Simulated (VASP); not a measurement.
Y2GeH2, 5 atoms in the cell. The typed cell holds 5 atoms: a = 3.866 Å, b = 3.866 Å, c = 6.342 Å, α = 90.00°, β = 90.00°, γ = 60.00°. 

- Program: VASP 6.6.1
- Task: single point
- Functional: PBE
- Potentials or basis: VASP PAW PBE potentials, release 64 (H, Y_sv, Ge_d)
- Cutoff: 520 eV
- k mesh: 8 × 8 × 4
- Occupations: methfessel-paxton, width 0.1313 eV
- Spin: no spin polarisation
- Dipole correction: no
- k mesh for the DOS: 12 × 12 × 6
- Occupations for the DOS: tetrahedron
- Further INCAR settings: ALGO = Normal; EDIFF = 1e-06

Potentials or basis: VASP PAW PBE potentials, release 64 (H, Y_sv, Ge_d).

Run with:

```bash
$ cat potpaw_PBE.64/H/POTCAR potpaw_PBE.64/Y_sv/POTCAR potpaw_PBE.64/Ge_d/POTCAR > POTCAR
$ cp INCAR.step1 INCAR
$ cp KPOINTS.step1 KPOINTS
$ mpirun -np 1 vasp_std > vasp.out
$ cp INCAR.step2 INCAR
$ cp KPOINTS.step2 KPOINTS
$ mpirun -np 1 vasp_std > vasp.out
```

Hardware: 1 thread of Intel(R) Xeon(R) 6975P-C (Granite Rapids), on a shared host.

Task: Estimate the wall time of this run.

Result: Wall time 4.9 min on 1 thread of Intel(R) Xeon(R) 6975P-C (Granite Rapids), with other jobs on the host, peak memory 0.59 GiB. Counts: k points 242.
